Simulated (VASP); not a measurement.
# Si (P6_3/mmc) in VASP: further runs

The runs below take Si through single point, with LDA.

Program: VASP 6.6.1. These are calculated values, not measurements. Logs are shortened: lines on timing, memory, paths and dates and some standing lists are left out, and cuts for length are marked.

**1. The cell of the first run**

Symmetry: P6_3/mmc, No. 194, hexagonal system. Conventional cell: a = 4.002 Å, b = 4.002 Å, c = 6.289 Å, α = 90.00°, β = 90.00°, γ = 120.00°. Si (site symmetry 3m) has 4 Si at 2.35 to 2.44 Å within 3.1 Å.

This isn't the form of Si at room conditions, which is diamond.

**2. Single point, LDA (strain +0.0525 x Voigt [1, 1, 0, 0, 0, 0])**

INCAR

```
PREC = Accurate ; ENCUT = 520
EDIFF = 1E-6 ; ISMEAR = 0
SIGMA = 0.03 ; LREAL = F
LASPH = T ; NELM = 60
ALGO = Normal ; ISIF = 2
LWAVE = F ; LCHARG = F
NBANDS = 16
```

KPOINTS

```
regular mesh
0
Gamma
  12 12 6
```

POSCAR

```
Si
1.0
    4.0015791861      0.0000000000      0.0000000000
   -2.0007895931      3.4654692304      0.0000000000
    0.0000000000      0.0000000000      6.2891202194
Si
4
Direct
    0.3333333333      0.6666666667      0.0630332926
    0.6666666667      0.3333333333      0.5630332926
    0.3333333333      0.6666666667      0.4369667074
    0.6666666667      0.3333333333      0.9369667074
```

Potentials or basis: VASP PAW LDA potentials, release 64 (Si).

Launch:

```sh
cat potpaw_LDA.64/Si/POTCAR > POTCAR
mpirun -np 1 vasp_std > vasp.out
```

OUTCAR:

```text
PREC = Accurate
   ENCUT = 520
   EDIFF = 1E-6
   ISMEAR = 0
   LREAL = F
   LASPH = T
   NELM = 60
   ISIF = 2

 ion  position               nearest neighbor table
   1  0.333  0.667  0.063-   3 2.35   4 2.44   4 2.44   4 2.44
   2  0.667  0.333  0.563-   4 2.35   3 2.44   3 2.44   3 2.44
   3  0.333  0.667  0.437-   1 2.35   2 2.44   2 2.44   2 2.44
   4  0.667  0.333  0.937-   2 2.35   1 2.44   1 2.44   1 2.44

  LATTYP: Found a hexagonal cell.
 ALAT       =     4.0015791861
 C/A-ratio  =     1.5716595691

  Lattice vectors:

 A1 = (   4.0015791861,   0.0000000000,   0.0000000000)
 A2 = (  -2.0007895931,   3.4654692304,   0.0000000000)
 A3 = (   0.0000000000,   0.0000000000,   6.2891202194)

Analysis of symmetry for initial positions (statically):
=====================================================================
 Subroutine PRICEL returns:
 Original cell was already a primitive cell.

 Routine SETGRP: Setting up the symmetry group for a
 hexagonal supercell.

 Subroutine GETGRP returns: Found 24 space group operations
 (whereof 12 operations were pure point group operations)
 out of a pool of 24 trial point group operations.

The static configuration has the point symmetry D_3d.
 The point group associated with its full space group is D_6h.

Analysis of symmetry for dynamics (positions and initial velocities):
=====================================================================
 Subroutine PRICEL returns:
 Original cell was already a primitive cell.

 Routine SETGRP: Setting up the symmetry group for a
 hexagonal supercell.

 Subroutine GETGRP returns: Found 24 space group operations
 (whereof 12 operations were pure point group operations)
 out of a pool of 24 trial point group operations.

The dynamic configuration has the point symmetry D_3d.
 The point group associated with its full space group is D_6h.

 Subroutine INISYM returns: Found 24 space group operations
 (whereof 12 operations are pure point group operations),
 and found     1 'primitive' translations

----------------------------------------------------------------------------------------

                                     Primitive cell

  volume of cell :      87.2134

  direct lattice vectors                    reciprocal lattice vectors
     4.001579186  0.000000000  0.000000000     0.249901340  0.144280606  0.000000000
    -2.000789593  3.465469230  0.000000000     0.000000000  0.288561212  0.000000000
[... 92 lines left out ...]
   NSW    =      0    number of steps for IOM
   IBRION =     -1    ionic relax: 0-MD 1-quasi-New 2-CG
   NFREE  =      0    steps in history (QN), initial steepest desc. (CG)
   ISIF   =      2    stress and relaxation
   ISYM   =      2    0-nonsym 1-usesym 2-fastsym
   POTIM  = 0.5000    time-step for ionic-motion
   TEBEG  =    0.0;   TEEND  =   0.0 temperature during run
   PSTRESS=    0.0 pullay stress
   NELECT =      16.0000    total number of electrons
   NUPDOWN=      -1.0000    fix difference up-down
   EMIN   =  10.00;   EMAX   =-10.00  energy-range for DOS
   EFERMI =   0.00;   METHOD = LEGACY
   ISMEAR =     0;   SIGMA  =   0.03  broadening in eV -4-tet -1-fermi 0-gaus
   EFERMI_NEDOS =   21; number of points for ismear=-14 and -15
   IALGO  =     38    algorithm
   IMIX   =      4    mixing-type and parameters
     AMIX     =   0.40;   BMIX     =  1.00
     AMIX_MAG =   1.60;   BMIX_MAG =  1.00
  volume/ion in A,a.u.               =      21.80       147.14
  Fermi-wavevector in a.u.,A,eV,Ry     =   0.930223  1.757866 11.773321  0.865315
  Thomas-Fermi vector in A             =   2.056589
   LORBIT       =      0    0 simple, 1 ext, 2 COOP (PROOUT), +10 PAW based schemes
   GGA     = CA    functional components
   LHFCALC =     F    Hartree Fock is set to
   AEXX    =    0.0000 exact exchange contribution
   IVDW    =     0    specifies the selected vdW correction
   LEPSILON=     F    determine dielectric tensor
   LRPA    =     F    only Hartree local field effects (RPA)
 non-spin polarized calculation
 Gauss-broadening in eV      SIGMA  =   0.03
  energy-cutoff  :      520.00
  volume of cell :       87.21
 maximum number of plane-waves:      2388
 NGX is ok and might be reduce to    30
   NGX = 15   NGY = 15   NGZ = 23

 number of electron      15.9999999 magnetization

 Free energy of the ion-electron system (eV)
  ---------------------------------------------------
  ext. energy  EPLUGINS =         0.00000000
  ---------------------------------------------------
  free energy    TOTEN  =       -23.48936353 eV

  energy without entropy =      -23.48936352  energy(sigma->0) =      -23.48936352

 E-fermi :   5.2784     XC(G=0):  -9.2805

 val. band max:        5.1837849621   @ k =   0.0000   0.0000   0.0000
 cond. band min:       5.3697377616   @ k =   0.0000   0.0000   0.0000
 fundamental gap:      0.1859527996
 Fermi energy:         5.2783675797

 k-point     1 :       0.0000    0.0000    0.0000
  band No.  band energies     occupation
      1      -6.4863      2.00000
      2      -4.0495      2.00000
      3      -1.8025      2.00000
      4       3.5179      2.00000
      5       3.5179      2.00000
      6       4.8604      2.00000
[... 433 lines left out ...]
      3      -1.7640      2.00000
      4       0.6406      2.00000
      5       0.9094      2.00000
      6       2.4921      2.00000
[... 8 lines left out ...]
     15      11.6265      0.00000
     16      11.9025      0.00000

 [... further k-points ...]

------------------------ aborting loop because EDIFF is reached ----------------------------------------

  FORCE on cell =-STRESS in cart. coord.  units (eV):
  Direction    XX          YY          ZZ          XY          YZ          ZX
  --------------------------------------------------------------------------------------
  -------------------------------------------------------------------------------------
  Total       -5.8077021     -5.8077021     -0.7244289      0.0000000      0.0000000      0.0000000
  in kB     -106.6919256   -106.6919256    -13.3083118      0.0000000      0.0000000      0.0000000
  external PRESSURE =     -75.5640544 kB  Pullay stress =       0.0000000 kB

 VOLUME and BASIS-vectors are now :
 -----------------------------------------------------------------------------
  energy-cutoff  :      520.00
  volume of cell :       87.21
      direct lattice vectors                 reciprocal lattice vectors
     4.001579186  0.000000000  0.000000000     0.249901340  0.144280606  0.000000000
    -2.000789593  3.465469230  0.000000000     0.000000000  0.288561212  0.000000000
     0.000000000  0.000000000  6.289120219     0.000000000  0.000000000  0.159004752

 POSITION                                       TOTAL-FORCE (eV/Angst)
 -----------------------------------------------------------------------------------
     -0.00000      2.31031      0.39642        -0.000000      0.000000     -0.452567
      2.00079      1.15516      3.54098         0.000000     -0.000000     -0.452567
     -0.00000      2.31031      2.74814        -0.000000      0.000000      0.452567
      2.00079      1.15516      5.89270         0.000000     -0.000000      0.452567
 -----------------------------------------------------------------------------------
    total drift:                               -0.000000      0.000000     -0.000000

  FREE ENERGIE OF THE ION-ELECTRON SYSTEM (eV)
  ---------------------------------------------------
  free  energy   TOTEN  =       -23.4893635266 eV

  energy  without entropy=      -23.4893635229  energy(sigma->0) =      -23.48936352
```

stdout:

```text
POSCAR found type information on POSCAR Si
 POSCAR found :  1 types and       4 ions
 scaLAPACK will be used
 LDA part: xc-table for (Slater(with rela. corr.)+CA(PZ))
 , standard interpolation
 POSCAR, INCAR and KPOINTS ok, starting setup
 FFT: planning ... GRIDC
 FFT: planning ... GRID_SOFT
 FFT: planning ... GRID
 WAVECAR not read
 entering main loop
```

It took 87 s on 1 thread of Intel Xeon 8259CL, shared host; peak memory 0.21 GiB.

Results:

| Quantity | Value |
| --- | --- |
| Free energy | -23.4894 eV |
| Pressure | -7.6 GPa |
| Largest force | 0.453 eV/Å |
| Band gap on the k mesh | 0.19 eV |

Forces on the atoms (eV/Å):
```
Si   0.000  0.000 -0.453
Si   0.000  0.000 -0.453
Si   0.000  0.000  0.453
Si   0.000  0.000  0.453
```

Stress tensor (GPa, compression positive):
```
-10.67   0.00   0.00
  0.00 -10.67   0.00
  0.00   0.00  -1.33
```

Caveat: the cell differs from its parent crystal (strain +0.0525 x Voigt [1, 1, 0, 0, 0, 0]); the cell stands under tension.

**3. Single point, LDA (strain +0.0600 x Voigt [1, 1, 0, 0, 0, 0])**

INCAR

```
SYSTEM = Si
  PREC = Accurate
  ENCUT = 520
  EDIFF = 1E-6
  ISMEAR = 0
  SIGMA = 0.03
  LREAL = .FALSE.
  LASPH = .TRUE.
  NELM = 100
  ALGO = Normal
  ISIF = 2
  LWAVE = .FALSE.
  LCHARG = .TRUE.
  LELF = .TRUE.
  LVHAR = .TRUE.
  NBANDS = 16
```

KPOINTS

```
Automatic mesh
0
G
  12 12 6
  0 0 0
```

Changes to POSCAR since step 2:

```diff
@@ -2,4 +2,4 @@
 1.0
-    4.0015791861      0.0000000000      0.0000000000
-   -2.0007895931      3.4654692304      0.0000000000
+    4.0300940022      0.0000000000      0.0000000000
+   -2.0150470011      3.4901637855      0.0000000000
     0.0000000000      0.0000000000      6.2891202194
```

Potentials or basis: VASP PAW LDA potentials, release 64 (Si).

Launch:

```sh
cat potpaw_LDA.64/Si/POTCAR > POTCAR
mpirun -np 1 vasp_std > vasp.out
```

Run time: 93 s. Hardware: 1 thread of Intel Xeon 8259CL, shared host; peak memory 0.21 GiB.

The run converged. Its results:

- Free energy: -23.4021 eV
- Pressure: -8.3 GPa
- Largest force: 0.494 eV/Å
- Band gap on the k mesh: 0.08 eV

Forces on the atoms (eV/Å):
```
Si   0.000  0.000 -0.494
Si   0.000  0.000 -0.494
Si   0.000  0.000  0.494
Si   0.000  0.000  0.494
```

Stress tensor (GPa, compression positive):
```
-11.73   0.00   0.00
  0.00 -11.73   0.00
  0.00   0.00  -1.44
```

Levels at points of the mesh, in eV from the valence-band top:
```csv
k point,band 5,band 6,band 7,band 8,band 9,band 10,band 11,band 12
"(0.00, 0.00, 0.00)",-1.68,-0.33,0.00,0.00,0.08,1.66,1.66,2.04
"(0.50, 0.00, 0.00)",-4.39,-3.00,-2.82,-1.23,0.22,2.14,2.83,3.04
"(0.00, 0.00, 0.50)",-1.05,-1.05,-1.05,-1.05,1.00,1.00,2.75,2.75
"(0.50, 0.00, 0.50)",-2.32,-2.32,-2.16,-2.16,0.77,0.77,1.92,1.92
```

Caveat: the cell differs from its parent crystal (strain +0.0600 x Voigt [1, 1, 0, 0, 0, 0]); the cell stands under tension.
